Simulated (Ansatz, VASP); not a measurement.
# Mg5ZnN4 in VASP and in Ansatz

```
Mg Zn N
1.0
     6.75934    0.00000    0.00000
     0.00000    7.14736    0.00000
     0.00000    0.00000    5.18338
Mg Zn N
10 2 8
Direct
  0.25259 0.30086 0.75062
  0.25259 0.69914 0.75062
  0.74742 0.30086 0.75062
  0.74742 0.69914 0.75062
  0.24741 0.19914 0.24938
  0.24741 0.80086 0.24938
  0.75258 0.19914 0.24938
  0.75258 0.80086 0.24938
  0.50000 0.50000 0.27757
  0.00000 0.00000 0.72243
  0.00000 0.50000 0.27331
  0.50000 0.00000 0.72669
  0.74874 0.50000 0.04707
  0.25126 0.50000 0.04707
  0.75126 0.00000 0.95293
  0.24874 0.00000 0.95293
  0.50000 0.25202 0.49736
  0.50000 0.74798 0.49736
  0.00000 0.24798 0.50264
  0.00000 0.75202 0.50264
```

Alike in both runs: task electric field gradients; functional LDA; k mesh 4 × 4 × 6; occupations fermi-dirac, width 0.02 eV; no spin polarisation.

```csv
,VASP,Ansatz
version,VASP 6.6.1,Ansatz 0.2.0
potentials or method,"VASP PAW LDA potentials, release 64 (Mg, Zn, N)","plane-wave PAW, scalar-relativistic"
plane-wave cutoff (eV),520,420
valence electrons in the cell,84,164
```

```csv
,VASP,Ansatz,Ansatz less VASP
gap on the k mesh at the Fermi level (eV),0.83,0.82,-0.006
pressure (GPa),-8.1,-7.3,+0.78
"traceless stress, the component that is largest in VASP (GPa)",0.13,0.21,+0.080
rms of the force components (eV/Å),0.072,0.082,+0.0096
size of Vzz on the site where it differs most (V/Å²),20.6,23.2,+2.60
```

LDA's correlation is that of Perdew and Zunger in VASP and of Perdew and Wang (1992) in Ansatz. Atom by atom the forces differ by 0.010 eV/Å (rms over components). One of these differences is far larger than is usual between the two programs; its cause wasn't traced. VASP's potentials hold 84 valence electrons a cell and Ansatz's 164, so a difference there can come from the potentials and not from the codes.
